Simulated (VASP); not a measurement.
# BAs (F-43m) in VASP: a series of runs

BAs is run at these levels: PBE, r2SCAN, HSE06; tasks: single point.

Everything below comes from runs of VASP 6.6.1. Logs are shortened: lines on timing, memory, paths and dates and some standing lists are left out, and cuts for length are marked.

**1. The cell of the first run**

It takes space group F-43m (No. 216, cubic). Conventional cell: a = 4.744 Å, b = 4.744 Å, c = 4.744 Å, α = 90.00°, β = 90.00°, γ = 90.00°. Within 2.7 Å of B (site symmetry -43m) lie 4 As at 2.05 Å. Within 2.7 Å of As (site symmetry -43m) lie 4 B at 2.05 Å.

**2. Single point, PBE (strain -0.8%)**

INCAR

```
SYSTEM = BAs
PREC = Accurate
ENCUT = 520
EDIFF = 1E-6
ISMEAR = -1
SIGMA = 0.02
LREAL = .False.
LASPH = .True.
NELM = 60
ALGO = Normal
ISIF = 2
LWAVE = .False.
LCHARG = .False.
GGA = PE
NBANDS = 11
```

KPOINTS

```
regular mesh
0
Gamma
  10 10 10
  0 0 0
```

POSCAR

```
BAs
1.0
    0.0000000000      2.3717759166      2.3717759166
    2.3717759166      0.0000000000      2.3717759166
    2.3717759166      2.3717759166      0.0000000000
B As
1 1
Direct
    0.0000000000      0.0000000000      0.0000000000
    0.2500000000      0.2500000000      0.2500000000
```

Potentials or basis: VASP PAW PBE potentials, release 64 (B, As).

The run is started by

```bash
$ cat potpaw_PBE.64/B/POTCAR potpaw_PBE.64/As/POTCAR > POTCAR
$ mpirun -np 1 vasp_std > vasp.out
```

OUTCAR:

```text
SYSTEM = BAs
   PREC = Accurate
   ENCUT = 520
   EDIFF = 1E-6
   ISMEAR = -1
   LREAL = .False.
   LASPH = .True.
   NELM = 60
   ISIF = 2
   GGA = PE

 ion  position               nearest neighbor table
   1  0.000  0.000  0.000-   2 2.05   2 2.05   2 2.05   2 2.05
   2  0.250  0.250  0.250-   1 2.05   1 2.05   1 2.05   1 2.05

  LATTYP: Found a face centered cubic cell.
 ALAT       =     4.7435518332

  Lattice vectors:

 A1 = (   0.0000000000,   2.3717759166,   2.3717759166)
 A2 = (   2.3717759166,   0.0000000000,   2.3717759166)
 A3 = (   2.3717759166,   2.3717759166,   0.0000000000)

Analysis of symmetry for initial positions (statically):
=====================================================================
 Subroutine PRICEL returns:
 Original cell was already a primitive cell.

 Routine SETGRP: Setting up the symmetry group for a
 face centered cubic supercell.

 Subroutine GETGRP returns: Found 24 space group operations
 (whereof 24 operations were pure point group operations)
 out of a pool of 48 trial point group operations.

The static configuration has the point symmetry T_d .

Analysis of symmetry for dynamics (positions and initial velocities):
=====================================================================
 Subroutine PRICEL returns:
 Original cell was already a primitive cell.

 Routine SETGRP: Setting up the symmetry group for a
 face centered cubic supercell.

 Subroutine GETGRP returns: Found 24 space group operations
 (whereof 24 operations were pure point group operations)
 out of a pool of 48 trial point group operations.

The dynamic configuration has the point symmetry T_d .

 Subroutine INISYM returns: Found 24 space group operations
 (whereof 24 operations are pure point group operations),
 and found     1 'primitive' translations

----------------------------------------------------------------------------------------

                                     Primitive cell

  volume of cell :      26.6840

  direct lattice vectors                    reciprocal lattice vectors
     0.000000000  2.371775917  2.371775917    -0.210812496  0.210812496  0.210812496
     2.371775917  0.000000000  2.371775917     0.210812496 -0.210812496  0.210812496
     2.371775917  2.371775917  0.000000000     0.210812496  0.210812496 -0.210812496

[... 81 lines left out ...]
   ENCUT  =  520.0 eV  38.22 Ry    6.18 a.u.   6.24  6.24  6.24*2*pi/ulx,y,z
   NELM   =     60;   NELMIN=  2; NELMDL= -5     # of ELM steps
   EDIFF  = 0.1E-05   stopping-criterion for ELM
   LREAL  =      F    real-space projection
[... 7 lines left out ...]
   TEBEG  =    0.0;   TEEND  =   0.0 temperature during run
   PSTRESS=    0.0 pullay stress
   NELECT =       8.0000    total number of electrons
   NUPDOWN=      -1.0000    fix difference up-down
   EMIN   =  10.00;   EMAX   =-10.00  energy-range for DOS
   EFERMI =   0.00;   METHOD = LEGACY
   ISMEAR =    -1;   SIGMA  =   0.02  broadening in eV -4-tet -1-fermi 0-gaus
   EFERMI_NEDOS =   21; number of points for ismear=-14 and -15
   IALGO  =     38    algorithm
   IMIX   =      4    mixing-type and parameters
     AMIX     =   0.40;   BMIX     =  1.00
     AMIX_MAG =   1.60;   BMIX_MAG =  1.00
  volume/ion in A,a.u.               =      13.34        90.04
  Fermi-wavevector in a.u.,A,eV,Ry     =   1.095690  2.070555 16.334302  1.200537
  Thomas-Fermi vector in A             =   2.232019
   LORBIT       =      0    0 simple, 1 ext, 2 COOP (PROOUT), +10 PAW based schemes
   GGA     = PE    functional components
   LHFCALC =     F    Hartree Fock is set to
   AEXX    =    0.0000 exact exchange contribution
   IVDW    =     0    specifies the selected vdW correction
   LEPSILON=     F    determine dielectric tensor
   LRPA    =     F    only Hartree local field effects (RPA)
 non-spin polarized calculation
  energy-cutoff  :      520.00
  volume of cell :       26.68
 maximum number of plane-waves:       728
 NGX is ok and might be reduce to    28
   NGX = 13   NGY = 13   NGZ = 13

 number of electron       8.0000000 magnetization

 Free energy of the ion-electron system (eV)
  ---------------------------------------------------
  ext. energy  EPLUGINS =         0.00000000
  ---------------------------------------------------
  free energy    TOTEN  =       -11.38850432 eV

  energy without entropy =      -11.38850432  energy(sigma->0) =      -11.38850432

 E-fermi :   6.8223     XC(G=0): -10.6759

 val. band max:        6.3610659798   @ k =   0.0000   0.0000   0.0000
 cond. band min:       7.5145087647   @ k =   0.4000   0.4000   0.0000
 fundamental gap:      1.1534427849
 Fermi energy:         6.8222977991

 k-point     1 :       0.0000    0.0000    0.0000
  band No.  band energies     occupation
      1      -9.2344      2.00000
      2       6.3611      2.00000
      3       6.3611      2.00000
      4       6.3611      2.00000
      5       9.6644      0.00000
      6       9.6644      0.00000
      7       9.6644      0.00000
      8      11.3178      0.00000
      9      16.0476      0.00000
     10      19.3974      0.00000
     11      19.3974      0.00000
[... 309 lines left out ...]
 k-point    24 :       0.4000    0.3000    0.0000
  band No.  band energies     occupation
      1      -6.5324      2.00000
      2      -0.1537      2.00000
      3       2.2962      2.00000
      4       2.7976      2.00000
      5       8.0459      0.00000
      6       9.7629      0.00000
      7      15.3486      0.00000
      8      15.5686      0.00000
      9      18.5997      0.00000
     10      22.3711      0.00000
     11      22.4513      0.00000

 [... further k-points ...]

------------------------ aborting loop because EDIFF is reached ----------------------------------------

  FORCE on cell =-STRESS in cart. coord.  units (eV):
  Direction    XX          YY          ZZ          XY          YZ          ZX
  --------------------------------------------------------------------------------------
  -------------------------------------------------------------------------------------
  Total        1.1050820      1.1050820      1.1050820     -0.0000000     -0.0000000      0.0000000
  in kB       66.3520163     66.3520163     66.3520163     -0.0000000     -0.0000000      0.0000000
  external PRESSURE =      66.3520163 kB  Pullay stress =       0.0000000 kB

 VOLUME and BASIS-vectors are now :
 -----------------------------------------------------------------------------
  energy-cutoff  :      520.00
  volume of cell :       26.68
      direct lattice vectors                 reciprocal lattice vectors
     0.000000000  2.371775917  2.371775917    -0.210812496  0.210812496  0.210812496
     2.371775917  0.000000000  2.371775917     0.210812496 -0.210812496  0.210812496
     2.371775917  2.371775917  0.000000000     0.210812496  0.210812496 -0.210812496

 POSITION                                       TOTAL-FORCE (eV/Angst)
 -----------------------------------------------------------------------------------
      0.00000      0.00000      0.00000        -0.000000     -0.000000     -0.000000
      1.18589      1.18589      1.18589         0.000000      0.000000      0.000000
 -----------------------------------------------------------------------------------
    total drift:                               -0.000000     -0.000000     -0.000000

  FREE ENERGIE OF THE ION-ELECTRON SYSTEM (eV)
  ---------------------------------------------------
  free  energy   TOTEN  =       -11.3885043212 eV

  energy  without entropy=      -11.3885043212  energy(sigma->0) =      -11.38850432
```

OSZICAR:

```text
N       E                     dE             d eps       ncg     rms          rms(c)
DAV:   1     0.125254712427E+02    0.12525E+02   -0.37752E+03  1034   0.642E+02
DAV:   2    -0.113430212114E+02   -0.23868E+02   -0.22784E+02  1336   0.106E+02
DAV:   3    -0.120680176342E+02   -0.72500E+00   -0.72382E+00  1307   0.171E+01
DAV:   4    -0.120696937943E+02   -0.16762E-02   -0.16761E-02  1118   0.968E-01
DAV:   5    -0.120696963939E+02   -0.25996E-05   -0.25996E-05  1252   0.401E-02    0.508E+00
DAV:   6    -0.114599560264E+02    0.60974E+00   -0.16456E+00  1103   0.528E+00    0.247E+00
DAV:   7    -0.113951365368E+02    0.64819E-01   -0.21078E-01  1199   0.224E+00    0.100E+00
DAV:   8    -0.113880427224E+02    0.70938E-02   -0.20732E-02  1178   0.824E-01    0.100E-01
DAV:   9    -0.113883448852E+02   -0.30216E-03   -0.75247E-04  1184   0.161E-01    0.610E-02
DAV:  10    -0.113884985292E+02   -0.15364E-03   -0.18925E-04  1117   0.842E-02    0.124E-02
DAV:  11    -0.113885042946E+02   -0.57654E-05   -0.52520E-06  1263   0.155E-02    0.110E-02
DAV:  12    -0.113885043212E+02   -0.26611E-07   -0.26283E-06  1106   0.883E-03
   1 F= -.11388504E+02 E0= -.11388504E+02  d E =-.278610E-12
```

stdout:

```text
POSCAR found type information on POSCAR B As
 POSCAR found :  2 types and       2 ions
 scaLAPACK will be used
 LDA part: xc-table for (Slater+PW92), standard interpolation
 POSCAR, INCAR and KPOINTS ok, starting setup
 FFT: planning ... GRIDC
 FFT: planning ... GRID_SOFT
 FFT: planning ... GRID
 WAVECAR not read
 entering main loop
```

Wall time 30 s (1 thread of AMD EPYC 7R43 (Zen 3), shared host); peak memory 0.12 GiB.

What came out:

```yaml
Free_energy: -11.3885 eV
Pressure: 6.6 GPa
Band_gap_on_the_k_mesh: 1.15 eV, indirect (least direct gap 3.30 eV)
```

Levels at points of the mesh, in eV from the valence-band top:
```tsv
k point	band 1	band 2	band 3	band 4	band 5	band 6	band 7	band 8
(0.00, 0.00, 0.00)	-15.60	0.00	0.00	0.00	3.30	3.30	3.30	4.96
(0.50, 0.00, 0.00)	-12.65	-8.95	-1.86	-1.86	2.82	4.80	4.80	8.90
(0.50, 0.50, 0.00)	-11.29	-8.65	-4.17	-4.17	1.40	1.42	11.57	11.57
```

Caveat: the cell differs from its parent crystal (strain -0.8%).

**3. Single point, r2SCAN (strain -0.8%)**

POSCAR is that of step 2.

INCAR.step1

```
SYSTEM = BAs
PREC = Accurate
ENCUT = 520
ISMEAR = 0
SIGMA = 0.01
LREAL = .False.
LASPH = .True.
NELM = 100
NBANDS = 11
GGA = PE
ALGO = Normal
EDIFF = 1E-4
LWAVE = .True.
LCHARG = .False.
```

INCAR.step2

```
SYSTEM = BAs
PREC = Accurate
ENCUT = 520
EDIFF = 1E-6
ISMEAR = 0
SIGMA = 0.01
LREAL = .False.
LASPH = .True.
NELM = 100
ALGO = Normal
ISIF = 2
LWAVE = .False.
LCHARG = .False.
METAGGA = R2SCAN
LMIXTAU = .True.
NBANDS = 11
ISTART = 1
```

KPOINTS

```
Automatic mesh
0
Gamma
  10 10 10
  0 0 0
```

Potentials or basis: VASP PAW PBE potentials, release 64 (B, As).

The run is started by

```bash
$ cat potpaw_PBE.64/B/POTCAR potpaw_PBE.64/As/POTCAR > POTCAR
$ cp INCAR.step1 INCAR
$ mpirun -np 1 vasp_std > vasp.out
$ cp INCAR.step2 INCAR
$ mpirun -np 1 vasp_std > vasp.out
```

It took 2 min on 1 thread of AMD EPYC 7R43 (Zen 3), shared host; peak memory 0.13 GiB.

Results (log left out):

| Quantity | Value |
| --- | --- |
| Free energy | -22.2468 eV |
| Pressure | 4.1 GPa |
| Band gap on the k mesh | 1.35 eV, indirect (least direct gap 3.47 eV) |

Levels at points of the mesh, in eV from the valence-band top:
```csv
k point,band 2,band 3,band 4,band 5,band 6,band 7
"(0.00, 0.00, 0.00)",0.00,0.00,0.00,3.47,3.47,3.47
"(0.50, 0.00, 0.00)",-9.40,-1.98,-1.98,3.10,5.08,5.08
"(0.50, 0.50, 0.00)",-9.19,-4.40,-4.40,1.58,1.68,12.37
```

Caveat: the cell differs from its parent crystal (strain -0.8%); the PAW data sets were made with another functional, which shifts forces and pressure a little. A k mesh can miss the band edges.

(Continued in part 2 of 2.)
